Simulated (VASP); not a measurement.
# Mg (P6_3/mmc) in VASP: further runs, part 2 of 2

VASP 6.6.1.

## Step 4: Relaxation of cell and atoms, r2SCAN, target pressure 2 GPa, at which the enthalpy is minimised

This run uses another cell than the first one, of 23.24 Å³/atom, 0.943 times its volume.

POSCAR

```
Mg
1.0
    3.2093000000      0.0000000000      0.0000000000
   -1.6046500000      2.7793353284      0.0000000000
    0.0000000000      0.0000000000      5.2103000000
Mg
2
Direct
    0.6666666667      0.3333333333      0.7500000000
    0.3333333333      0.6666666667      0.2500000000
```

INCAR.step1

```
SYSTEM = Mg
ALGO = Normal ; EDIFF = 1E-4
ENCUT = 600 ; GGA = PE
ISMEAR = -1 ; LASPH = .True.
LCHARG = .False. ; LREAL = .False.
LWAVE = .True. ; NELM = 80
PREC = Accurate ; SIGMA = 0.05
```

INCAR.step2

```
SYSTEM = Mg
ALGO = Normal ; EDIFF = 1E-6
EDIFFG = -0.01 ; ENCUT = 600
IBRION = 2 ; ISIF = 3
ISMEAR = -1 ; ISTART = 1
LASPH = .True. ; LCHARG = .False.
LMIXTAU = .True. ; LREAL = .False.
LWAVE = .False. ; METAGGA = R2SCAN
NELM = 80 ; NSW = 60
PREC = Accurate ; PSTRESS = 20.0
SIGMA = 0.05
```

KPOINTS

```
k-points
0
Gamma
  10 10 5
  0 0 0
```

Potentials or basis: VASP PAW PBE potentials, release 64 (Mg).

The run is started by

```bash
$ cat potpaw_PBE.64/Mg/POTCAR > POTCAR
$ cp INCAR.step1 INCAR
$ mpirun -np 1 vasp_std > vasp.out
$ cp INCAR.step2 INCAR
$ mpirun -np 1 vasp_std > vasp.out
```

OUTCAR:

```text
SYSTEM = Mg
   EDIFF = 1E-6
   EDIFFG = -0.01
   ENCUT = 600
   IBRION = 2
   ISIF = 3
   ISMEAR = -1
   ISTART = 1
   LASPH = .True.
   LREAL = .False.
   METAGGA = R2SCAN
   NELM = 80
   NSW = 60
   PREC = Accurate
   PSTRESS = 20.0

 ion  position               nearest neighbor table
   1  0.667  0.333  0.750-   2 3.20   2 3.20   2 3.20   2 3.20   2 3.20   2 3.20
   2  0.333  0.667  0.250-   1 3.20   1 3.20   1 3.20   1 3.20   1 3.20   1 3.20

  LATTYP: Found a hexagonal cell.
 ALAT       =     3.2093000000
 C/A-ratio  =     1.6235004518

  Lattice vectors:

 A1 = (   3.2093000000,   0.0000000000,   0.0000000000)
 A2 = (  -1.6046500000,   2.7793353284,   0.0000000000)
 A3 = (   0.0000000000,   0.0000000000,   5.2103000000)

Analysis of symmetry for initial positions (statically):
=====================================================================
 Subroutine PRICEL returns:
 Original cell was already a primitive cell.

 Routine SETGRP: Setting up the symmetry group for a
 hexagonal supercell.

 Subroutine GETGRP returns: Found 24 space group operations
 (whereof 12 operations were pure point group operations)
 out of a pool of 24 trial point group operations.

The static configuration has the point symmetry D_3d.
 The point group associated with its full space group is D_6h.

Analysis of symmetry for dynamics (positions and initial velocities):
=====================================================================
 Subroutine PRICEL returns:
 Original cell was already a primitive cell.

 Routine SETGRP: Setting up the symmetry group for a
 hexagonal supercell.

 Subroutine GETGRP returns: Found 24 space group operations
 (whereof 12 operations were pure point group operations)
 out of a pool of 24 trial point group operations.

The dynamic configuration has the point symmetry D_3d.
 The point group associated with its full space group is D_6h.

 Subroutine INISYM returns: Found 24 space group operations
[... 137 lines left out ...]

 number of electron       4.0000000 magnetization

 Free energy of the ion-electron system (eV)
  ---------------------------------------------------
  ext. energy  EPLUGINS =         0.00000000
  ---------------------------------------------------
  free energy    TOTEN  =        -8.28265702 eV

  energy without entropy =       -8.27298220  energy(sigma->0) =       -8.27781961

------------------------ aborting loop because EDIFF is reached ----------------------------------------

  FORCE on cell =-STRESS in cart. coord.  units (eV):
  Direction    XX          YY          ZZ          XY          YZ          ZX
  --------------------------------------------------------------------------------------
  -------------------------------------------------------------------------------------
  Total       -0.4626323     -0.4626323     -0.2111316      0.0000000      0.0000000      0.0000000
  in kB      -15.9489657    -15.9489657     -7.2786339      0.0000000      0.0000000      0.0000000
  external PRESSURE =     -33.0588551 kB  Pullay stress =      20.0000000 kB
[... 97 lines left out ...]
  energy  without entropy=       -8.2695811617  energy(sigma->0) =       -8.27396083

  enthalpy is  TOTEN    =        -7.7428673272 eV   P V=        0.5354731790

[... ionic steps 4 to 9 ...]

--------------------------------------- Ionic step       10  -------------------------------------------

 number of electron       4.0000000 magnetization

------------------------ aborting loop because EDIFF is reached ----------------------------------------
[... 71 lines left out ...]
--------------------------------------- Ionic step       12  -------------------------------------------

 number of electron       4.0000000 magnetization

 Free energy of the ion-electron system (eV)
  ---------------------------------------------------
  ext. energy  EPLUGINS =         0.00000000
  ---------------------------------------------------
  free energy    TOTEN  =        -8.27995003 eV

  energy without entropy =       -8.27279113  energy(sigma->0) =       -8.27637058

 E-fermi :   3.0789     XC(G=0):  -9.2586

 val. band max:        2.9809812728   @ k =   0.2000   0.1000   0.0000
 cond. band min:       3.0841572373   @ k =   0.5000   0.0000   0.4000
 fundamental gap:      0.1031759645
 Fermi energy:         3.0789155122

 k-point     1 :       0.0000    0.0000    0.0000
  band No.  band energies     occupation
      1      -4.6879      2.00000
      2       0.8363      2.00000
      3       1.5713      2.00000
      4      15.3892      0.00000
      5      15.3892      0.00000
      6      15.7537      0.00000
[... 199 lines left out ...]
 k-point    24 :       0.4000    0.1000    0.2000
  band No.  band energies     occupation
      1       0.0889      2.00000
      2       2.0910      2.00000
      3       3.6719      0.00001
      4       5.5899      0.00000
      5       7.6641      0.00000
      6       8.9421      0.00000

 [... further k-points ...]

------------------------ aborting loop because EDIFF is reached ----------------------------------------

  FORCE on cell =-STRESS in cart. coord.  units (eV):
  Direction    XX          YY          ZZ          XY          YZ          ZX
  --------------------------------------------------------------------------------------
  -------------------------------------------------------------------------------------
  Total        0.5382191      0.5382191      0.5402189      0.0000000     -0.0000000      0.0000000
  in kB       20.0760957     20.0760957     20.1506902      0.0000000     -0.0000000      0.0000000
  external PRESSURE =       0.1009606 kB  Pullay stress =      20.0000000 kB
[... 21 lines left out ...]
  energy  without entropy=       -8.2727911257  energy(sigma->0) =       -8.27637058

  enthalpy is  TOTEN    =        -7.7437709298 eV   P V=        0.5361790981

 reached required accuracy - stopping structural energy minimisation
```

It took 4.7 min on 1 thread of Intel Xeon 6975P-C, shared host; peak memory 0.21 GiB.

Results:

```yaml
Free_energy: -8.2800 eV
Relaxed_volume: 21.48 Å³/atom
Relaxed_cell: a = 3.101 Å, b = 3.101 Å, c = 5.159 Å, α = 90.00°, β = 90.00°, γ = 120.00°
Space_group_after_relaxing_to_0.05_Å: P6_3/mmc (No. 194)
Energy_change_on_relaxing_the_enthalpy_is_what_falls: +1.4 meV/atom
Ionic_steps: 12
Pressure_after_relaxing: 2.0 GPa
Band_gap_on_the_k_mesh: zero (band 2 reaches 3.51 eV, above the bottom of band 3 at 1.57 eV)
```

The path:
| step | energy change (eV) | largest force (eV/Å) | pressure (GPa) | volume (Å³) |
| --- | --- | --- | --- | --- |
| 1 | 0.0000 | 0.0000 | -1.31 | 46.47 |
| 2 | -0.0003 | 0.0000 | 1.53 | 43.32 |
| 3 | 0.0043 | 0.0000 | 2.00 | 42.90 |
| 4 | 0.0052 | 0.0000 | 2.08 | 42.83 |
| 5 | 0.0049 | 0.0000 | 2.08 | 42.84 |
| 6 | 0.0040 | 0.0000 | 2.08 | 42.87 |
| 7 | 0.0041 | 0.0000 | 2.08 | 42.92 |
| 8 | 0.0037 | 0.0000 | 2.08 | 42.88 |
| 9 | 0.0035 | 0.0000 | 2.08 | 42.89 |
| 10 | 0.0035 | 0.0000 | 2.08 | 42.89 |
| 11 | 0.0018 | 0.0000 | 1.93 | 43.03 |
| 12 | 0.0027 | 0.0000 | 2.01 | 42.95 |

Final structure:
```cif
data_structure
_symmetry_space_group_name_H-M 'P 1'
_symmetry_Int_Tables_number 1
_cell_length_a 3.1007
_cell_length_b 3.1007
_cell_length_c 5.1587
_cell_angle_alpha 90.000
_cell_angle_beta 90.000
_cell_angle_gamma 120.000
_cell_volume 42.95
loop_
_atom_site_label
_atom_site_type_symbol
_atom_site_fract_x
_atom_site_fract_y
_atom_site_fract_z
_atom_site_occupancy
Mg1 Mg 0.66667 0.33333 0.75000 1
Mg2 Mg 0.33333 0.66667 0.25000 1
```

Caveat: the cell is relaxed towards a set pressure, so the enthalpy falls and the energy may rise; the PAW data sets were made with another functional, which shifts forces and pressure a little.

## Step 5: The runs side by side

```tsv
task	level	cell	k mesh	cutoff (eV)	grid for exact exchange (PRECFOCK)	share of exact exchange	screening parameter	gap on the mesh (eV)	pressure (GPa)
single point	PBEsol-based screened hybrid	a = 3.272, b = 3.272, c = 5.312 Å, angles 90.0, 90.0, 120.0°, 2 atoms	5 × 5 × 3	520	Normal	0.25	0.207 1/Å	none	-2.9
single point	r2SCAN	a = 3.152, b = 3.152, c = 5.261 Å, angles 90.0, 90.0, 120.0°, 2 atoms	10 × 10 × 5	520	-	-	-	none	-0.3
relaxation of cell and atoms	r2SCAN	relaxed to 2 GPa from a = 3.209, b = 3.209, c = 5.210 Å, angles 90.0, 90.0, 120.0°, 2 atoms	10 × 10 × 5	600	-	-	-	none	2.0
```

Alike in all rows: potentials or basis VASP PAW PBE potentials, release 64 (Mg); no spin polarisation; smearing fermi-dirac 0.05 eV.

Caveats: some runs use coarse meshes; the PAW data sets were made with another functional, which shifts forces and pressure a little; the cell is relaxed towards a set pressure, so the enthalpy falls and the energy may rise (some runs).

Total energies depend on the potentials used, so only differences within one code and one set of settings carry meaning.
